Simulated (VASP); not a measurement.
# Ta4Ge3 (I-43d) in VASP: a series of runs

The runs below take Ta4Ge3 through single point, relaxation of cell and atoms, with PBE.

Program: VASP 6.6.1. These are calculated values, not measurements. Logs are shortened: lines on timing, memory, paths and dates and some standing lists are left out, and cuts for length are marked.

**1. The cell of the first run**

It takes space group I-43d (No. 220, cubic). The conventional cell has a = 7.843 Å, b = 7.843 Å, c = 7.843 Å, α = 90.00°, β = 90.00°, γ = 90.00°. Ta (site symmetry 3) has 6 Ge at 2.69 to 2.74 Å and 5 Ta at 2.94 to 3.40 Å within 3.5 Å. Ge (site symmetry -4) has 8 Ta at 2.69 to 2.74 Å within 3.5 Å.

**2. Single point, PBE**

INCAR reads:

```
PREC     = Accurate       # precision mode
ENCUT    = 520            # plane-wave cutoff, eV
EDIFF    = 1E-6           # SCF threshold, eV
ISMEAR   = 0              # smearing method
SIGMA    = 0.2            # smearing width, eV
LREAL    = False          # projectors in reciprocal space
LASPH    = True           # aspherical terms in the spheres
NELM     = 60             # most SCF steps
ALGO     = Fast           # electronic algorithm
ISIF     = 2              # what is computed and relaxed
LWAVE    = False          # write WAVECAR
LCHARG   = False          # write CHGCAR
GGA      = PE             # functional
NBANDS   = 99             # bands
```

KPOINTS reads:

```
Automatic mesh
0
Gamma
  3 3 3
```

POSCAR reads:

```
Ta4Ge3
1.0
   -3.9214041152      3.9214041152      3.9214041152
    3.9214041152     -3.9214041152      3.9214041152
    3.9214041152      3.9214041152     -3.9214041152
Ta Ge
8 6
Direct
    0.8393639651      0.5000000000      0.0000000000
    0.5000000000      0.0000000000      0.3393639651
    0.5000000000      0.0000000000      0.8393639651
    0.0000000000      0.3393639651      0.5000000000
    0.6606360349      0.6606360349      0.6606360349
    0.0000000000      0.8393639651      0.5000000000
    0.3393639651      0.5000000000      0.0000000000
    0.1606360349      0.1606360349      0.1606360349
    0.1250000000      0.7500000000      0.8750000000
    0.8750000000      0.1250000000      0.7500000000
    0.7500000000      0.8750000000      0.1250000000
    0.2500000000      0.6250000000      0.3750000000
    0.6250000000      0.3750000000      0.2500000000
    0.3750000000      0.2500000000      0.6250000000
```

Potentials or basis: VASP PAW PBE potentials, release 64 (Ta_pv, Ge_d).

The run is started by

```bash
$ cat potpaw_PBE.64/Ta_pv/POTCAR potpaw_PBE.64/Ge_d/POTCAR > POTCAR
$ mpirun -np 1 vasp_std > vasp.out
```

OUTCAR:

```text
PREC = Accurate
   ENCUT = 520
   EDIFF = 1E-6
   ISMEAR = 0
   LREAL = False
   LASPH = True
   NELM = 60
   ISIF = 2
   GGA = PE

 ion  position               nearest neighbor table
   1  0.839  0.500  0.000-  10 2.69  12 2.69   9 2.69  11 2.74  13 2.74  14 2.74   6 2.94   3 2.94
                             5 2.94   7 3.40   7 3.40
   2  0.500  0.000  0.339-  10 2.69  12 2.69  14 2.69   9 2.74  13 2.74  11 2.74   4 2.94   8 2.94
                             7 2.94   3 3.40   3 3.40
   3  0.500  0.000  0.839-   9 2.69  11 2.69  13 2.69  12 2.74  10 2.74  14 2.74   1 2.94   5 2.94
                             6 2.94   2 3.40   2 3.40
   4  0.000  0.339  0.500-   9 2.69  13 2.69  12 2.69  10 2.74  11 2.74  14 2.74   7 2.94   2 2.94
                             8 2.94   6 3.40   6 3.40
   5  0.661  0.661  0.661-  12 2.69  13 2.69  14 2.69   9 2.74  10 2.74  11 2.74   3 2.94   6 2.94
                             1 2.94   8 3.40   8 3.40
   6  0.000  0.839  0.500-  10 2.69  11 2.69  14 2.69  12 2.74  13 2.74   9 2.74   3 2.94   5 2.94
                             1 2.94   4 3.40   4 3.40
   7  0.339  0.500  0.000-  11 2.69  13 2.69  14 2.69  12 2.74  10 2.74   9 2.74   2 2.94   8 2.94
                             4 2.94   1 3.40   1 3.40
   8  0.161  0.161  0.161-   9 2.69  10 2.69  11 2.69  12 2.74  13 2.74  14 2.74   2 2.94   7 2.94
                             4 2.94   5 3.40   5 3.40
   9  0.125  0.750  0.875-   3 2.69   4 2.69   8 2.69   1 2.69   5 2.74   6 2.74   7 2.74   2 2.74
[... 7 lines left out ...]
  13  0.625  0.375  0.250-   3 2.69   4 2.69   5 2.69   7 2.69   1 2.74   6 2.74   2 2.74   8 2.74

  14  0.375  0.250  0.625-   2 2.69   6 2.69   7 2.69   5 2.69   1 2.74   3 2.74   4 2.74   8 2.74

  LATTYP: Found a body centered cubic cell.
 ALAT       =     7.8428082304

  Lattice vectors:

 A1 = (  -3.9214041152,   3.9214041152,   3.9214041152)
 A2 = (   3.9214041152,  -3.9214041152,   3.9214041152)
 A3 = (   3.9214041152,   3.9214041152,  -3.9214041152)

Analysis of symmetry for initial positions (statically):
=====================================================================
 Subroutine PRICEL returns:
 Original cell was already a primitive cell.

 Routine SETGRP: Setting up the symmetry group for a
 body centered cubic supercell.

 Subroutine GETGRP returns: Found 24 space group operations
 (whereof  3 operations were pure point group operations)
 out of a pool of 48 trial point group operations.

The static configuration has the point symmetry C_3 .
 The point group associated with its full space group is T_d .

Analysis of symmetry for dynamics (positions and initial velocities):
=====================================================================
 Subroutine PRICEL returns:
 Original cell was already a primitive cell.

 Routine SETGRP: Setting up the symmetry group for a
 body centered cubic supercell.

 Subroutine GETGRP returns: Found 24 space group operations
 (whereof  3 operations were pure point group operations)
 out of a pool of 48 trial point group operations.

The dynamic configuration has the point symmetry C_3 .
 The point group associated with its full space group is T_d .

 Subroutine INISYM returns: Found 24 space group operations
 (whereof  3 operations are pure point group operations),
 and found     1 'primitive' translations

----------------------------------------------------------------------------------------

                                     Primitive cell

  volume of cell :     241.2042

  direct lattice vectors                    reciprocal lattice vectors
    -3.921404115  3.921404115  3.921404115     0.000000000  0.127505349  0.127505349
     3.921404115 -3.921404115  3.921404115     0.127505349  0.000000000  0.127505349
     3.921404115  3.921404115 -3.921404115     0.127505349  0.127505349  0.000000000

  length of vectors
     6.792071165  6.792071165  6.792071165     0.180319794  0.180319794  0.180319794

  position of ions in fractional coordinates (direct lattice)
     0.839363965  0.500000000  0.000000000
     0.500000000  0.000000000  0.339363965
     0.500000000  0.000000000  0.839363965
     0.000000000  0.339363965  0.500000000
     0.660636035  0.660636035  0.660636035
     0.000000000  0.839363965  0.500000000
     0.339363965  0.500000000  0.000000000
     0.160636035  0.160636035  0.160636035
     0.125000000  0.750000000  0.875000000
[... 34 lines left out ...]
     0.000000000  0.042501783  0.042501783     0.333333333  0.000000000  0.000000000
     0.042501783  0.000000000  0.042501783     0.000000000  0.333333333  0.000000000
     0.042501783  0.042501783  0.000000000     0.000000000  0.000000000  0.333333333

  Length of vectors
     0.060106598  0.060106598  0.060106598

  Shift w.r.t. Gamma in fractional coordinates (k-lattice)
     0.000000000  0.000000000  0.000000000

 Subroutine IBZKPT returns following result:
 ===========================================

 Found      4 irreducible k-points:

 Following reciprocal coordinates:
            Coordinates               Weight
  0.000000  0.000000  0.000000      1.000000
  0.333333  0.000000  0.000000     12.000000
  0.333333  0.333333  0.000000      8.000000
 -0.333333  0.333333  0.333333      6.000000
   k-points           NKPTS =      4   k-points in BZ     NKDIM =      4   number of bands    NBANDS=     99
   number of dos      NEDOS =    301   number of ions     NIONS =     14
   total plane-waves  NPLWV = 157464
   dimension x,y,z NGX =    54 NGY =   54 NGZ =   54
   dimension x,y,z NGXF=   108 NGYF=  108 NGZF=  108
   ions per type =               8   6
   NGX,Y,Z   is equivalent  to a cutoff of  13.22, 13.22, 13.22 a.u.
   NGXF,Y,Z  is equivalent  to a cutoff of  26.43, 26.43, 26.43 a.u.
 SYSTEM =  unknown system
   PREC   = accura    normal or accurate (medium, high low for compatibility)
   ISTART =      0    job   : 0-new  1-cont  2-samecut
   ICHARG =      2    charge: 1-file 2-atom 10-const
   ISPIN  =      1    spin polarized calculation?
   LNONCOLLINEAR =      F non collinear calculations
   LSORBIT =      F    spin-orbit coupling
   LASPH  =      T    aspherical Exc in radial PAW
   ENCUT  =  520.0 eV  38.22 Ry    6.18 a.u.  12.63 12.63 12.63*2*pi/ulx,y,z
   NELM   =     60;   NELMIN=  2; NELMDL= -5     # of ELM steps
   EDIFF  = 0.1E-05   stopping-criterion for ELM
   LREAL  =      F    real-space projection
   EDIFFG = 0.1E-04   stopping-criterion for IOM
   NSW    =      0    number of steps for IOM
   IBRION =     -1    ionic relax: 0-MD 1-quasi-New 2-CG
   NFREE  =      0    steps in history (QN), initial steepest desc. (CG)
   ISIF   =      2    stress and relaxation
   ISYM   =      2    0-nonsym 1-usesym 2-fastsym
   POTIM  = 0.5000    time-step for ionic-motion
   TEBEG  =    0.0;   TEEND  =   0.0 temperature during run
   PSTRESS=    0.0 pullay stress
   NELECT =     172.0000    total number of electrons
   NUPDOWN=      -1.0000    fix difference up-down
   EMIN   =  10.00;   EMAX   =-10.00  energy-range for DOS
   EFERMI =   0.00;   METHOD = LEGACY
   ISMEAR =     0;   SIGMA  =   0.20  broadening in eV -4-tet -1-fermi 0-gaus
   EFERMI_NEDOS =   21; number of points for ismear=-14 and -15
   IALGO  =     68    algorithm
   IMIX   =      4    mixing-type and parameters
     AMIX     =   0.40;   BMIX     =  1.00
     AMIX_MAG =   1.60;   BMIX_MAG =  1.00
  volume/ion in A,a.u.               =      17.23       116.27
  Fermi-wavevector in a.u.,A,eV,Ry     =   1.462590  2.763895 29.105184  2.139171
  Thomas-Fermi vector in A             =   2.578786
   LORBIT       =      0    0 simple, 1 ext, 2 COOP (PROOUT), +10 PAW based schemes
   GGA     = PE    functional components
   LHFCALC =     F    Hartree Fock is set to
   AEXX    =    0.0000 exact exchange contribution
   IVDW    =     0    specifies the selected vdW correction
   LEPSILON=     F    determine dielectric tensor
   LRPA    =     F    only Hartree local field effects (RPA)
 non-spin polarized calculation
 RMM-DIIS sequential band-by-band and
 Gauss-broadening in eV      SIGMA  =   0.20
  energy-cutoff  :      520.00
  volume of cell :      241.20
 maximum number of plane-waves:      6531
 NGX is ok and might be reduce to    50
   NGX = 25   NGY = 25   NGZ = 25

 number of electron     171.9999976 magnetization

 Free energy of the ion-electron system (eV)
  ---------------------------------------------------
  ext. energy  EPLUGINS =         0.00000000
  ---------------------------------------------------
  free energy    TOTEN  =      -124.50583557 eV

  energy without entropy =     -124.33872611  energy(sigma->0) =     -124.42228084

 E-fermi :   7.0636     XC(G=0): -12.3643

 val. band max:        6.8998806835   @ k =   0.3333   0.0000   0.0000
 cond. band min:       7.1438770417   @ k =   0.3333   0.0000   0.0000
 fundamental gap:      0.2439963582
 Fermi energy:         7.0636430184

 k-point     1 :       0.0000    0.0000    0.0000
  band No.  band energies     occupation
      1     -27.7711      2.00000
      2     -27.7711      2.00000
      3     -27.7711      2.00000
      4     -27.7587      2.00000
      5     -27.7587      2.00000
      6     -27.7388      2.00000
[... 393 lines left out ...]
     97       9.1876      0.00000
     98       9.6117      0.00000
 [bands above 98 left out]

------------------------ aborting loop because EDIFF is reached ----------------------------------------

  FORCE on cell =-STRESS in cart. coord.  units (eV):
  Direction    XX          YY          ZZ          XY          YZ          ZX
  --------------------------------------------------------------------------------------
  -------------------------------------------------------------------------------------
  Total        1.1411905      1.1411905      1.1411905     -0.0000000     -0.0000000     -0.0000000
  in kB        7.5802571      7.5802571      7.5802571     -0.0000000     -0.0000000     -0.0000000
  external PRESSURE =       7.5802571 kB  Pullay stress =       0.0000000 kB

 VOLUME and BASIS-vectors are now :
 -----------------------------------------------------------------------------
  energy-cutoff  :      520.00
  volume of cell :      241.20
      direct lattice vectors                 reciprocal lattice vectors
    -3.921404115  3.921404115  3.921404115     0.000000000  0.127505349  0.127505349
     3.921404115 -3.921404115  3.921404115     0.127505349  0.000000000  0.127505349
     3.921404115  3.921404115 -3.921404115     0.127505349  0.127505349  0.000000000

 POSITION                                       TOTAL-FORCE (eV/Angst)
 -----------------------------------------------------------------------------------
     -1.33078      1.33078      5.25219        -0.023123      0.023123      0.023123
     -0.62992      3.29149      0.62992         0.023123      0.023123     -0.023123
      1.33078      5.25219     -1.33078         0.023123      0.023123     -0.023123
      3.29149      0.62992     -0.62992         0.023123     -0.023123      0.023123
      2.59062      2.59062      2.59062        -0.023123     -0.023123     -0.023123
      5.25219     -1.33078      1.33078         0.023123     -0.023123      0.023123
      0.62992     -0.62992      3.29149        -0.023123      0.023123      0.023123
      0.62992      0.62992      0.62992        -0.023123     -0.023123     -0.023123
      5.88211      0.98035      0.00000        -0.000000      0.000000      0.000000
      0.00000      5.88211      0.98035        -0.000000      0.000000      0.000000
      0.98035      0.00000      5.88211        -0.000000      0.000000      0.000000
      2.94105      0.00000      1.96070        -0.000000      0.000000      0.000000
      0.00000      1.96070      2.94105        -0.000000      0.000000      0.000000
      1.96070      2.94105      0.00000        -0.000000      0.000000      0.000000
 -----------------------------------------------------------------------------------
    total drift:                                0.000003      0.000003      0.000004

  FREE ENERGIE OF THE ION-ELECTRON SYSTEM (eV)
  ---------------------------------------------------
  free  energy   TOTEN  =      -124.5058355688 eV

  energy  without entropy=     -124.3387261070  energy(sigma->0) =     -124.42228084
```

Wall time 4.5 min (1 thread of AMD EPYC 9R45 (Zen 5), shared host); peak memory 0.39 GiB.

What came out:

| Item | Value |
| --- | --- |
| Free energy | -124.5058 eV |
| Pressure | 0.8 GPa |
| Largest force | 0.040 eV/Å |
| Band gap on the k mesh | zero (bands 86 and 87 overlap by 0.49 eV) |

Forces on the atoms (eV/Å):
```
Ta  -0.023  0.023  0.023
Ta   0.023  0.023 -0.023
Ta   0.023  0.023 -0.023
Ta   0.023 -0.023  0.023
Ta  -0.023 -0.023 -0.023
Ta   0.023 -0.023  0.023
Ta  -0.023  0.023  0.023
Ta  -0.023 -0.023 -0.023
Ge   0.000  0.000  0.000
Ge   0.000  0.000  0.000
Ge   0.000  0.000  0.000
Ge   0.000  0.000  0.000
Ge   0.000  0.000  0.000
Ge   0.000  0.000  0.000
```

Levels at points of the mesh, in eV from the Fermi level:
| k point | band 82 | band 83 | band 84 | band 85 | band 86 | band 87 | band 88 | band 89 |
| --- | --- | --- | --- | --- | --- | --- | --- | --- |
| (0.00, 0.00, 0.00) | -0.85 | -0.85 | 0.22 | 0.22 | 0.22 | 0.46 | 0.46 | 0.46 |

Caveat: the k points lie up to 0.38 Å⁻¹ apart; spin-orbit coupling is left out, which moves the levels of the heavy elements.

**3. Single point, PBE**

This run uses another cell than the first one, of 17.27 Å³/atom.

INCAR reads:

```
SYSTEM = Ta4Ge3
PREC = Accurate
ENCUT = 520
EDIFF = 1E-6
ISMEAR = 0
SIGMA = 0.2
LREAL = .False.
LASPH = .True.
NELM = 80
ALGO = Fast
ISIF = 2
LWAVE = .False.
LCHARG = .False.
GGA = PE
NBANDS = 99
```

KPOINTS reads:

```
regular mesh
0
Gamma
  4 4 4
  0 0 0
```

POSCAR reads:

```
Ta4Ge3
1.0
   -3.9244075828      3.9244075828      3.9244075828
    3.9244075828     -3.9244075828      3.9244075828
    3.9244075828      3.9244075828     -3.9244075828
Ta Ge
8 6
Direct
    0.8405289578      0.5000000000      0.0000000000
    0.5000000000      1.0000000000      0.3405289578
    0.5000000000      1.0000000000      0.8405289578
    0.0000000000      0.3405289578      0.5000000000
    0.6594710422      0.6594710422      0.6594710422
    0.0000000000      0.8405289578      0.5000000000
    0.3405289578      0.5000000000      0.0000000000
    0.1594710422      0.1594710422      0.1594710422
    0.1250000000      0.7500000000      0.8750000000
    0.8750000000      0.1250000000      0.7500000000
    0.7500000000      0.8750000000      0.1250000000
    0.2500000000      0.6250000000      0.3750000000
    0.6250000000      0.3750000000      0.2500000000
    0.3750000000      0.2500000000      0.6250000000
```

Potentials or basis: VASP PAW PBE potentials, release 64 (Ta_pv, Ge_d).

The run is started by

```bash
$ cat potpaw_PBE.64/Ta_pv/POTCAR potpaw_PBE.64/Ge_d/POTCAR > POTCAR
$ mpirun -np 1 vasp_std > vasp.out
```

Run time: 9.2 min. Hardware: 1 thread of AMD EPYC 9R45 (Zen 5), shared host; peak memory 0.44 GiB.

It converged, with:

```
Free energy            : -124.5040 eV
Pressure               : 0.2 GPa
Largest force          : 0.023 eV/Å
Band gap on the k mesh : zero (bands 86 and 87 overlap by 1.13 eV)
```

Forces on the atoms (eV/Å):
```
Ta  -0.013  0.013  0.013
Ta   0.013  0.013 -0.013
Ta   0.013  0.013 -0.013
Ta   0.013 -0.013  0.013
Ta  -0.013 -0.013 -0.013
Ta   0.013 -0.013  0.013
Ta  -0.013  0.013  0.013
Ta  -0.013 -0.013 -0.013
Ge   0.000  0.000  0.000
Ge   0.000  0.000  0.000
Ge   0.000  0.000  0.000
Ge   0.000  0.000  0.000
Ge   0.000  0.000  0.000
Ge   0.000  0.000  0.000
```

Levels at points of the mesh, in eV from the Fermi level:
| k point | band 82 | band 83 | band 84 | band 85 | band 86 | band 87 | band 88 | band 89 | band 90 | band 91 |
| --- | --- | --- | --- | --- | --- | --- | --- | --- | --- | --- |
| (0.00, 0.00, 0.00) | -0.89 | -0.89 | 0.16 | 0.16 | 0.16 | 0.41 | 0.41 | 0.41 | 1.30 | 1.31 |
| (0.50, 0.00, 0.00) | -1.21 | -1.00 | -1.00 | -0.09 | -0.09 | 0.07 | 0.07 | 0.60 | 0.60 | 0.98 |
| (0.50, 0.50, 0.50) | -1.48 | -1.48 | -1.48 | 0.71 | 0.71 | 0.71 | 0.71 | 0.71 | 0.71 | 1.83 |

Caveat: spin-orbit coupling is left out, which moves the levels of the heavy elements.

[end of part 1 of 2]
